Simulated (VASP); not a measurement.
Write the native input for VASP 6.6.1 that does the following.

* Task: single point
* Functional: PBE
* Potentials or basis: VASP PAW PBE potentials, release 64 (Al, Y_sv, Li_sv, Sr_sv)
* Cutoff: 650 eV
* k mesh: 1 × 1 × 1, shifted
* Occupations: fermi-dirac, width 0.0913 eV
* Spin: no spin polarisation
* Dipole correction: no
* Further INCAR settings: LREAL = Auto; ALGO = Normal; EDIFF = 1e-06; NBANDS = 54; ISYM = -1

The structure of SrLi3Y3Al9 lies in POSCAR:

```
SrLi3Y3Al9
1.0
    7.2183580000      0.0114960000      0.0489650000
    0.0114960000      7.1617070000      0.0039830000
    0.0489650000      0.0039830000      7.5063760000
Al Y Li Sr
9 3 3 1
Direct
    0.4236356109      0.7149916601      0.1263137992
    0.9193152110      0.5480347378      0.7540382880
    0.0048537073      0.3424942779      0.0149471840
    0.4124312076      0.0605877608      0.6138338907
    0.5713275613      0.0299920802      0.9170292679
    0.5790445441      0.4558258020      0.5110386863
    0.4473249801      0.7176107367      0.7415806894
    0.7680142516      0.8955160497      0.6382994060
    0.6200953321      0.4079212518      0.9201355330
    0.3416137601      0.2927319902      0.1878144568
    0.1652706436      0.6935355257      0.4453475513
    0.9587312607      0.2383189902      0.4483165377
    0.7788022268      0.9948788657      0.2909749454
    0.2952434785      0.4055171564      0.7674675807
    0.7932123055      0.5568678138      0.2048985229
    0.0649013566      0.8925243046      0.9651856210
```

One way to write it, as run:

INCAR

```
SYSTEM = SrLi3Y3Al9
ALGO = Normal ; EDIFF = 1E-6
ENCUT = 650 ; GGA = PE
GGA_COMPAT = .False. ; ISIF = 2
ISMEAR = -1 ; ISYM = -1
LASPH = .True. ; LCHARG = .False.
LREAL = Auto ; LWAVE = .False.
NBANDS = 54 ; NELM = 120
PREC = Accurate ; SIGMA = 0.0913
```

KPOINTS

```
explicit points
1
Reciprocal
  0.25000000   0.25000000   0.25000000 1
```

Potentials or basis: VASP PAW PBE potentials, release 64 (Al, Y_sv, Li_sv, Sr_sv).

Run with:

```sh
$ cat potpaw_PBE.64/Al/POTCAR potpaw_PBE.64/Y_sv/POTCAR potpaw_PBE.64/Li_sv/POTCAR potpaw_PBE.64/Sr_sv/POTCAR > POTCAR
$ mpirun -np 1 vasp_std > vasp.out
```

Results of the run:

```yaml
Pressure: -1.3 GPa
Largest_force: 1.744 eV/Å
Band_gap_on_the_k_mesh: zero (an odd number of electrons rules out a gap without spin polarisation)
```

Caveat: the atoms stand as in a frame of molecular dynamics.

Run time: 46 s on 1 thread of Intel(R) Xeon(R) Platinum 8488C (Sapphire Rapids), with other jobs on the host, peak memory 0.52 GiB.
